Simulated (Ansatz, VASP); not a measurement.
# Two plane-wave programs on VIrC4N4

```
V Ir C N
1.0
     5.88757    0.00000    0.00000
     0.00000    5.88757    0.00000
     0.00000    0.00000    5.88757
V Ir C N
1 1 4 4
Direct
  0.00000 0.00000 0.00000
  0.50000 0.50000 0.50000
  0.19283 0.19283 0.19283
  0.19283 0.80717 0.80717
  0.80717 0.19283 0.80717
  0.80717 0.80717 0.19283
  0.30940 0.30940 0.30940
  0.30940 0.69060 0.69060
  0.69060 0.30940 0.69060
  0.69060 0.69060 0.30940
```

Alike in both runs: functional PBE; k mesh 4 × 4 × 4; occupations gaussian, width 0.1 eV; collinear spin.

Ansatz relaxed the structure, and its values are those at the end. VASP's run is a single point on that final structure, the one shown.

|  | VASP | Ansatz |
| --- | --- | --- |
| version | VASP 6.6.1 | Ansatz 0.2.0 |
| potentials or method | VASP PAW PBE potentials, release 64 (V_sv, Ir, C, N), cutoff 520 eV | scalar-relativistic, plane waves, PAW |
| valence electrons in the cell | 58 | 66 |

```csv
,VASP,Ansatz,Ansatz less VASP
gap on the k mesh at the Fermi level (eV),none,none,-
pressure (GPa),0.7,0.3,-0.46
rms of the force components (eV/Å),0.122,0.023,-0.0992
net moment per atom (μB),0.00,0.00,0.000
size of the moment on the site where the two differ most (μB),0.95,0.58,-0.371
```

Site moments also hang on the region over which each program counts them. A gap of «none» marks a metal or a gap that the smearing closes. VASP's potentials hold 58 valence electrons a cell and Ansatz's 66, so a difference there can come from the potentials and not from the codes.

Spin-orbit coupling is off throughout. Noted on VASP's run: the standard files for N, O and F lose accuracy on very short bonds.
